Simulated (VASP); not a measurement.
Here is a VASP 6.6.1 calculation.

File INCAR:

```
SYSTEM = ZnSe
PREC = Accurate
ENCUT = 500
EDIFF = 1E-6
ISMEAR = 0
SIGMA = 0.1
LREAL = .False.
LASPH = .True.
NELM = 120
ALGO = Normal
ISIF = 2
LWAVE = .False.
LCHARG = .True.
GGA = PE
IVDW = 12
LELF = .True.
LVHAR = .True.
NBANDS = 16
GGA_COMPAT = .False.
```

KPOINTS

```
regular mesh
0
Gamma
  4 4 4
  0 0 0
```

POSCAR

```
ZnSe
1.0
    0.0000000000      2.8324425407      2.8324425407
    2.8324425407      0.0000000000      2.8324425407
    2.8324425407      2.8324425407      0.0000000000
Zn Se
1 1
Direct
    0.0570000000      0.2300000000      0.1440000000
    0.8070000000      0.9800000000      0.8940000000
```

Potentials or basis: VASP PAW PBE potentials, release 64 (Zn, Se).

Run with:

```console
$ cat potpaw_PBE.64/Zn/POTCAR potpaw_PBE.64/Se/POTCAR > POTCAR
$ mpirun -np 1 vasp_std > vasp.out
```

(1) Estimate the pressure.

(2) What does it give for the band gap on the k mesh?

(3) Predict the dispersion energy per atom.

Answers

(1) 0.2 GPa.

(2) 1.28 eV, direct.

(3) -0.323 eV.

Caveat: the k points lie up to 0.48 Å⁻¹ apart.
